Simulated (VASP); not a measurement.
# I (I4/mmm) in VASP: notebook

I is run at these levels: PBEsol; tasks: single point.

Program: VASP 6.6.1. These are calculated values, not measurements. Logs are shortened: lines on timing, memory, paths and dates and some standing lists are left out, and cuts for length are marked.

## (1) The cell of the first run

Symmetry: I4/mmm, No. 139, tetragonal system. Conventional cell: a = 3.134 Å, b = 3.134 Å, c = 9.089 Å, α = 90.00°, β = 90.00°, γ = 90.00°. I (site symmetry 4/mmm) has 4 I at 3.13 Å within 4.1 Å.

## (2) Single point, PBEsol

Input file INCAR:

```
PREC = Accurate
ENCUT = 520
EDIFF = 1E-6
ISMEAR = 0
SIGMA = 0.15
LREAL = False
LASPH = True
NELM = 100
ALGO = Normal
ISIF = 2
LWAVE = False
LCHARG = True
GGA = PS
LELF = True
LVHAR = True
NBANDS = 10
```

Input file KPOINTS:

```
regular mesh
0
Gamma
  22 22 22
```

Input file POSCAR:

```
I
1.0
   -1.5668770286      1.5668770286      4.5445889442
    1.5668770286     -1.5668770286      4.5445889442
    1.5668770286      1.5668770286     -4.5445889442
I
1
Direct
    0.0000000000      0.0000000000      0.0000000000
```

Potentials or basis: VASP PAW PBE potentials, release 64 (I).

Launch:

```sh
$ cat potpaw_PBE.64/I/POTCAR > POTCAR
$ mpirun -np 1 vasp_std > vasp.out
```

OUTCAR:

```text
PREC = Accurate
   ENCUT = 520
   EDIFF = 1E-6
   ISMEAR = 0
   LREAL = False
   LASPH = True
   NELM = 100
   ISIF = 2
   GGA = PS

 ion  position               nearest neighbor table
   1  0.000  0.000  0.000-

  LATTYP: Found a body centered tetragonal cell.
 ALAT       =     3.1337540572
 C/A-ratio  =     2.9004120051

  Lattice vectors:

 A1 = (  -1.5668770286,   1.5668770286,   4.5445889442)
 A2 = (   1.5668770286,  -1.5668770286,   4.5445889442)
 A3 = (   1.5668770286,   1.5668770286,  -4.5445889442)

Analysis of symmetry for initial positions (statically):
=====================================================================
 Subroutine PRICEL returns:
 Original cell was already a primitive cell.

 Routine SETGRP: Setting up the symmetry group for a
 body centered tetragonal supercell.

 Subroutine GETGRP returns: Found 16 space group operations
 (whereof 16 operations were pure point group operations)
 out of a pool of 16 trial point group operations.

The static configuration has the point symmetry D_4h.

Analysis of symmetry for dynamics (positions and initial velocities):
=====================================================================
 Subroutine PRICEL returns:
 Original cell was already a primitive cell.

 Routine SETGRP: Setting up the symmetry group for a
 body centered tetragonal supercell.

 Subroutine GETGRP returns: Found 16 space group operations
 (whereof 16 operations were pure point group operations)
 out of a pool of 16 trial point group operations.

The dynamic configuration has the point symmetry D_4h.

 Subroutine INISYM returns: Found 16 space group operations
 (whereof 16 operations are pure point group operations),
 and found     1 'primitive' translations

----------------------------------------------------------------------------------------

                                     Primitive cell

  volume of cell :      44.6297

  direct lattice vectors                    reciprocal lattice vectors
    -1.566877029  1.566877029  4.544588944     0.000000000  0.319106089  0.110020952
     1.566877029 -1.566877029  4.544588944     0.319106089  0.000000000  0.110020952
     1.566877029  1.566877029 -4.544588944     0.319106089  0.319106089  0.000000000

  length of vectors
     5.056035593  5.056035593  5.056035593     0.337540080  0.337540080  0.451284158

  position of ions in fractional coordinates (direct lattice)
     0.000000000  0.000000000  0.000000000

  ion indices of the primitive-cell ions
   primitive index   ion index
                 1           1

----------------------------------------------------------------------------------------

 KPOINTS: regular mesh

Automatic generation of k-mesh.
 Grid dimensions read from file:
 generate k-points for:   22   22   22

 Generating k-lattice:

  Cartesian coordinates                     Fractional coordinates (reciprocal lattice)
     0.000000000  0.014504822  0.005000952     0.045454545  0.000000000  0.000000000
     0.014504822  0.000000000  0.005000952     0.000000000  0.045454545  0.000000000
     0.014504822  0.014504822  0.000000000     0.000000000  0.000000000  0.045454545

  Length of vectors
     0.015342731  0.015342731  0.020512916

  Shift w.r.t. Gamma in fractional coordinates (k-lattice)
     0.000000000  0.000000000  0.000000000

 Subroutine IBZKPT returns following result:
 ===========================================

 Found    834 irreducible k-points:

 Following reciprocal coordinates:
            Coordinates               Weight
  0.000000  0.000000  0.000000      1.000000
  0.045455  0.000000  0.000000      8.000000
  0.090909  0.000000  0.000000      8.000000
  0.136364 -0.000000  0.000000      8.000000
  0.181818 -0.000000  0.000000      8.000000
  0.227273 -0.000000  0.000000      8.000000
[... 16 lines left out ...]
  0.500000  0.045455  0.000000     16.000000
 -0.454545  0.045455 -0.000000     16.000000
 [... further k-points ...]
   k-points           NKPTS =    834   k-points in BZ     NKDIM =    834   number of bands    NBANDS=     10
   number of dos      NEDOS =    301   number of ions     NIONS =      1
   total plane-waves  NPLWV =  64000
   dimension x,y,z NGX =    40 NGY =   40 NGZ =   40
   dimension x,y,z NGXF=    80 NGYF=   80 NGZF=   80
   ions per type =               1
   NGX,Y,Z   is equivalent  to a cutoff of  13.15, 13.15, 13.15 a.u.
   NGXF,Y,Z  is equivalent  to a cutoff of  26.30, 26.30, 26.30 a.u.
 SYSTEM =  unknown system
   PREC   = accura    normal or accurate (medium, high low for compatibility)
   ISTART =      0    job   : 0-new  1-cont  2-samecut
   ICHARG =      2    charge: 1-file 2-atom 10-const
   ISPIN  =      1    spin polarized calculation?
   LNONCOLLINEAR =      F non collinear calculations
   LSORBIT =      F    spin-orbit coupling
   LASPH  =      T    aspherical Exc in radial PAW
   ENCUT  =  520.0 eV  38.22 Ry    6.18 a.u.   9.40  9.40  9.40*2*pi/ulx,y,z
   NELM   =    100;   NELMIN=  2; NELMDL= -5     # of ELM steps
   EDIFF  = 0.1E-05   stopping-criterion for ELM
   LREAL  =      F    real-space projection
   EDIFFG = 0.1E-04   stopping-criterion for IOM
   NSW    =      0    number of steps for IOM
   IBRION =     -1    ionic relax: 0-MD 1-quasi-New 2-CG
   NFREE  =      0    steps in history (QN), initial steepest desc. (CG)
   ISIF   =      2    stress and relaxation
   ISYM   =      2    0-nonsym 1-usesym 2-fastsym
   POTIM  = 0.5000    time-step for ionic-motion
   TEBEG  =    0.0;   TEEND  =   0.0 temperature during run
   PSTRESS=    0.0 pullay stress
   NELECT =       7.0000    total number of electrons
   NUPDOWN=      -1.0000    fix difference up-down
   EMIN   =  10.00;   EMAX   =-10.00  energy-range for DOS
   EFERMI =   0.00;   METHOD = LEGACY
   ISMEAR =     0;   SIGMA  =   0.15  broadening in eV -4-tet -1-fermi 0-gaus
   EFERMI_NEDOS =   21; number of points for ismear=-14 and -15
   IALGO  =     38    algorithm
   IMIX   =      4    mixing-type and parameters
     AMIX     =   0.40;   BMIX     =  1.00
     AMIX_MAG =   1.60;   BMIX_MAG =  1.00
  volume/ion in A,a.u.               =      44.63       301.18
  Fermi-wavevector in a.u.,A,eV,Ry     =   0.882875  1.668392 10.605317  0.779469
  Thomas-Fermi vector in A             =   2.003566
   LORBIT       =      0    0 simple, 1 ext, 2 COOP (PROOUT), +10 PAW based schemes
   GGA     = PS    functional components
   LHFCALC =     F    Hartree Fock is set to
   AEXX    =    0.0000 exact exchange contribution
   IVDW    =     0    specifies the selected vdW correction
   LEPSILON=     F    determine dielectric tensor
   LRPA    =     F    only Hartree local field effects (RPA)
 non-spin polarized calculation
 Gauss-broadening in eV      SIGMA  =   0.15
  energy-cutoff  :      520.00
  volume of cell :       44.63
 maximum number of plane-waves:      1222
 NGX is ok and might be reduce to    40

 number of electron       7.0000000 magnetization

 Free energy of the ion-electron system (eV)
  ---------------------------------------------------
  ext. energy  EPLUGINS =         0.00000000
  ---------------------------------------------------
  free energy    TOTEN  =        -1.65571373 eV

  energy without entropy =       -1.64998313  energy(sigma->0) =       -1.65284843

 E-fermi :   2.8727     XC(G=0):  -7.8104

 val. band max:        2.8724255282   @ k =   0.3182   0.1364   0.0000
 cond. band min:       2.8727010372   @ k =   0.0909   0.0000   0.0000
 fundamental gap:      0.0002755090
 Fermi energy:         2.8726607215

 k-point     1 :       0.0000    0.0000    0.0000
  band No.  band energies     occupation
      1     -11.5142      2.00000
      2      -0.2119      2.00000
      3       3.7787      0.00000
      4       3.7787      0.00000
      5       6.3583      0.00000
      6       9.9184      0.00000
      7      10.7835      0.00000
      8      15.4480      0.00000
      9      15.8356      0.00000
     10      15.8356      0.00000

 k-point     2 :       0.0455    0.0000    0.0000
  band No.  band energies     occupation
      1     -11.4903      2.00000
      2      -0.1969      2.00000
      3       3.5226      0.00000
      4       3.7982      0.00000
      5       6.4107      0.00000
      6      10.0668      0.00000
      7      10.9598      0.00000
      8      14.5881      0.00000
      9      15.8655      0.00000
     10      16.0254      0.00000

 k-point     3 :       0.0909    0.0000    0.0000
  band No.  band energies     occupation
      1     -11.4191      2.00000
      2      -0.1521      2.00000
      3       2.8727      0.99970
      4       3.8558      0.00000
      5       6.5580      0.00000
      6      10.3001      0.00000
      7      11.5886      0.00000
      8      13.4943      0.00000
      9      15.9549      0.00000
     10      16.1465      0.00000

 k-point     4 :       0.1364   -0.0000    0.0000
  band No.  band energies     occupation
      1     -11.3027      2.00000
      2      -0.0788      2.00000
      3       2.0264      2.00000
      4       3.9488      0.00000
      5       6.7883      0.00000
      6      10.4863      0.00000
      7      12.4152      0.00000
      8      12.6479      0.00000
      9      16.1024      0.00000
     10      16.3129      0.00000
[... 222 lines left out ...]
 k-point    22 :       0.4545    0.0455    0.0000
  band No.  band energies     occupation
      1      -9.9192      2.00000
      2      -2.8612      2.00000
      3       0.7920      2.00000
      4       4.6782      0.00000
      5       7.4128      0.00000
      6      11.5643      0.00000
      7      12.3439      0.00000
      8      13.1978      0.00000
      9      13.8272      0.00000
     10      16.1685      0.00000

 k-point    23 :       0.5000    0.0455    0.0000
  band No.  band energies     occupation
      1      -9.8723      2.00000
      2      -2.9700      2.00000
      3       0.8374      2.00000
      4       4.7088      0.00000
      5       7.3352      0.00000
      6      11.7288      0.00000
      7      12.3797      0.00000
      8      13.0459      0.00000
      9      13.7086      0.00000
     10      16.0543      0.00000

 k-point    24 :      -0.4545    0.0455   -0.0000
  band No.  band energies     occupation
      1      -9.9215      2.00000
      2      -2.8585      2.00000
      3       0.8237      2.00000
      4       4.6799      0.00000
      5       7.4084      0.00000
      6      11.0082      0.00000
      7      12.4675      0.00000
      8      13.5546      0.00000
      9      13.9543      0.00000
     10      16.1677      0.00000

 [... further k-points ...]

------------------------ aborting loop because EDIFF is reached ----------------------------------------

  FORCE on cell =-STRESS in cart. coord.  units (eV):
  Direction    XX          YY          ZZ          XY          YZ          ZX
  --------------------------------------------------------------------------------------
  -------------------------------------------------------------------------------------
  Total        0.4827938      0.4827938     -0.1277374      0.0000000     -0.0000000      0.0000000
  in kB       17.3319663     17.3319663     -4.5856850      0.0000000     -0.0000000      0.0000000
  external PRESSURE =      10.0260825 kB  Pullay stress =       0.0000000 kB

 VOLUME and BASIS-vectors are now :
 -----------------------------------------------------------------------------
  energy-cutoff  :      520.00
  volume of cell :       44.63
      direct lattice vectors                 reciprocal lattice vectors
    -1.566877029  1.566877029  4.544588944     0.000000000  0.319106089  0.110020952
     1.566877029 -1.566877029  4.544588944     0.319106089  0.000000000  0.110020952
     1.566877029  1.566877029 -4.544588944     0.319106089  0.319106089  0.000000000

 POSITION                                       TOTAL-FORCE (eV/Angst)
 -----------------------------------------------------------------------------------
      0.00000      0.00000      0.00000        -0.000000      0.000000     -0.000000
 -----------------------------------------------------------------------------------
    total drift:                               -0.000000     -0.000000     -0.000000

  FREE ENERGIE OF THE ION-ELECTRON SYSTEM (eV)
  ---------------------------------------------------
  free  energy   TOTEN  =        -1.6557137250 eV

  energy  without entropy=       -1.6499831262  energy(sigma->0) =       -1.65284843
```

Wall time 6 min (1 thread of Intel Xeon Platinum 8559C (Emerald Rapids), shared host); peak memory 0.5 GiB.

What came out:

| Item | Value |
| --- | --- |
| Free energy | -1.6557 eV |
| Pressure | 1.0 GPa |
| Band gap on the k mesh | zero (an odd number of electrons rules out a gap without spin polarisation) |

Caveat: the PAW data sets were made with another functional, which shifts forces and pressure a little; spin-orbit coupling is left out, which moves the levels of the heavy elements; an odd number of electrons without spin polarisation forces a metal; a magnetic or distorted state may lie lower.

## (3) Single point, PBEsol

This run uses another cell than the first one, of the same volume but with other edges.

Input file INCAR:

```
PREC     = Accurate       # precision mode
ENCUT    = 520            # plane-wave cutoff, eV
EDIFF    = 1E-6           # SCF threshold, eV
ISMEAR   = 0              # smearing method
SIGMA    = 0.15           # smearing width, eV
LREAL    = False          # projectors in reciprocal space
LASPH    = True           # aspherical terms in the spheres
NELM     = 100            # most SCF steps
ALGO     = Normal         # electronic algorithm
ISIF     = 2              # what is computed and relaxed
LWAVE    = False          # write WAVECAR
LCHARG   = False          # write CHGCAR
GGA      = PS             # functional
NBANDS   = 10             # bands
```

KPOINTS is that of step 2.

Input file POSCAR:

```
I
1.0
   -1.7074952337      1.7074952337      3.8268852028
    1.7074952337     -1.7074952337      3.8268852028
    1.7074952337      1.7074952337     -3.8268852028
I
1
Direct
    0.0000000000      0.0000000000      0.0000000000
```

Potentials or basis: VASP PAW PBE potentials, release 64 (I).

Launch:

```sh
$ cat potpaw_PBE.64/I/POTCAR > POTCAR
$ mpirun -np 1 vasp_std > vasp.out
```

Run time: 3.1 min. Hardware: 1 thread of Intel Xeon Platinum 8559C (Emerald Rapids), shared host; peak memory 0.47 GiB.

It converged, with:

```yaml
Free_energy: -1.5479 eV
Pressure: -4.0 GPa
Band_gap_on_the_k_mesh: zero (an odd number of electrons rules out a gap without spin polarisation)
```

Stress tensor (GPa, compression positive):
```
-5.88  0.00  0.00
 0.00 -5.88  0.00
 0.00  0.00 -0.17
```

Levels at points of the mesh, in eV from the Fermi level:
```csv
k point,band 1,band 2,band 3,band 4,band 5,band 6,band 7,band 8,band 9
"(0.00, 0.00, 0.00)",-12.95,-1.04,0.73,0.73,5.05,7.81,8.17,11.69,11.69
"(0.50, 0.00, 0.00)",-11.91,-4.10,-1.18,1.29,5.34,9.03,10.77,11.32,12.45
"(0.50, 0.50, 0.00)",-11.02,-3.29,-2.90,-0.42,4.57,6.36,10.71,10.97,11.85
"(0.50, 0.50, 0.50)",-12.68,-3.25,0.47,0.47,6.83,7.09,10.85,15.05,15.05
```

Caveat: the cell stands under tension; the PAW data sets were made with another functional, which shifts forces and pressure a little; spin-orbit coupling is left out, which moves the levels of the heavy elements; an odd number of electrons without spin polarisation forces a metal; a magnetic or distorted state may lie lower.

## (4) Single point, PBEsol

This run uses another cell than the first one, of the same volume but with other edges.

Input file INCAR:

```
PREC = Accurate ; ENCUT = 520
EDIFF = 1E-6 ; ISMEAR = 0
SIGMA = 0.15 ; LREAL = False
LASPH = True ; NELM = 100
ALGO = Normal ; ISIF = 2
LWAVE = False ; LCHARG = False
GGA = PS ; NBANDS = 10
```

KPOINTS is that of step 3.

Input file POSCAR:

```
I
1.0
   -1.5220843711      1.5220843711      4.8160055811
    1.5220843711     -1.5220843711      4.8160055811
    1.5220843711      1.5220843711     -4.8160055811
I
1
Direct
    0.0000000000      0.0000000000      0.0000000000
```

Launch:

```sh
$ cat potpaw_PBE.64/I/POTCAR > POTCAR
$ mpirun -np 1 vasp_std > vasp.out
```

Wall time 5.1 min (1 thread of Intel Xeon Platinum 8559C (Emerald Rapids), shared host); peak memory 0.5 GiB.

Results (log left out):

```yaml
Free_energy: -1.5873 eV
Pressure: 4.0 GPa
Band_gap_on_the_k_mesh: zero (an odd number of electrons rules out a gap without spin polarisation)
```

Stress tensor (GPa, compression positive):
```
 6.13  0.00  0.00
 0.00  6.13  0.00
 0.00  0.00 -0.34
```

Levels at points of the mesh, in eV from the Fermi level:
```tsv
k point	band 1	band 2	band 3	band 4	band 5	band 6	band 7	band 8	band 9
(0.00, 0.00, 0.00)	-15.02	-3.81	1.01	1.01	2.97	6.83	8.04	12.73	13.37
(0.50, 0.00, 0.00)	-13.12	-6.59	-2.39	2.40	4.08	8.47	8.62	10.01	11.88
(0.50, 0.50, 0.00)	-11.17	-5.02	-4.98	-0.76	2.88	6.38	7.81	9.43	10.71
(0.50, 0.50, 0.50)	-14.98	-4.52	0.98	0.98	6.73	6.99	7.81	8.84	14.41
```

Caveat: the cell stands under pressure; the PAW data sets were made with another functional, which shifts forces and pressure a little; spin-orbit coupling is left out, which moves the levels of the heavy elements; an odd number of electrons without spin polarisation forces a metal; a magnetic or distorted state may lie lower.

## (5) Single point, PBEsol

This run uses another cell than the first one, of the same volume but with other edges.

Input file INCAR:

```
SYSTEM = I
PREC = Accurate
ENCUT = 520
EDIFF = 1E-6
ISMEAR = 0
SIGMA = 0.15
LREAL = .False.
LASPH = .True.
NELM = 100
ALGO = Normal
ISIF = 2
LWAVE = .False.
LCHARG = .True.
GGA = PS
LELF = .True.
LVHAR = .True.
NBANDS = 10
```

Input file KPOINTS:

```
regular mesh
0
Gamma
  22 22 22
  0 0 0
```

Input file POSCAR:

```
I
1.0
   -1.6630419314      1.6630419314      4.0342056728
    1.6630419314     -1.6630419314      4.0342056728
    1.6630419314      1.6630419314     -4.0342056728
I
1
Direct
    0.0000000000      0.0000000000      0.0000000000
```

Launch:

```sh
$ cat potpaw_PBE.64/I/POTCAR > POTCAR
$ mpirun -np 1 vasp_std > vasp.out
```

Wall time 3.2 min (1 thread of Intel Xeon Platinum 8559C (Emerald Rapids), shared host); peak memory 0.47 GiB.

The run converged. Its results:

```
Free energy            : -1.6190 eV
Pressure               : -3.0 GPa
Band gap on the k mesh : zero (an odd number of electrons rules out a gap without spin polarisation)
```

Stress tensor (GPa, compression positive):
```
-4.29  0.00  0.00
 0.00 -4.29  0.00
 0.00  0.00 -0.41
```

Levels at points of the mesh, in eV from the Fermi level:
```csv
k point,band 1,band 2,band 3,band 4,band 5,band 6,band 7,band 8,band 9
"(0.00, 0.00, 0.00)",-13.32,-1.64,0.76,0.76,4.59,7.55,7.94,12.08,12.08
"(0.50, 0.00, 0.00)",-12.15,-4.58,-1.45,1.49,5.05,9.16,10.27,11.49,11.88
"(0.50, 0.50, 0.00)",-11.07,-3.60,-3.35,-0.49,4.26,6.39,9.91,10.51,11.41
"(0.50, 0.50, 0.50)",-13.13,-3.46,0.59,0.59,7.05,7.07,10.04,14.04,14.79
```

Caveat: the cell stands under tension; the PAW data sets were made with another functional, which shifts forces and pressure a little; spin-orbit coupling is left out, which moves the levels of the heavy elements; an odd number of electrons without spin polarisation forces a metal; a magnetic or distorted state may lie lower.

## (6) Summary

```tsv
cell	gap on the mesh (eV)	pressure (GPa)
a = 5.056 Å, angles 143.9, 143.9, 52.0°, 1 atom	none	1.0
a = 4.525 Å, angles 135.7, 135.7, 64.5°, 1 atom	none	-4.0
a = 5.275 Å, angles 146.5, 146.5, 48.2°, 1 atom	none	4.0
a = 4.670 Å, angles 138.3, 138.3, 60.5°, 1 atom	none	-3.0
```

Alike in all rows: task single point; level PBEsol; potentials or basis VASP PAW PBE potentials, release 64 (I); no spin polarisation; k mesh 22 × 22 × 22; cutoff (eV) 520; smearing gaussian 0.15 eV.

Caveats: the PAW data sets were made with another functional, which shifts forces and pressure a little; spin-orbit coupling is left out, which moves the levels of the heavy elements; an odd number of electrons without spin polarisation forces a metal; a magnetic or distorted state may lie lower; the cell stands under tension (at least some runs); the cell stands under pressure (at least some runs).

Total energies depend on the potentials used, so only differences within one code and one set of settings carry meaning.
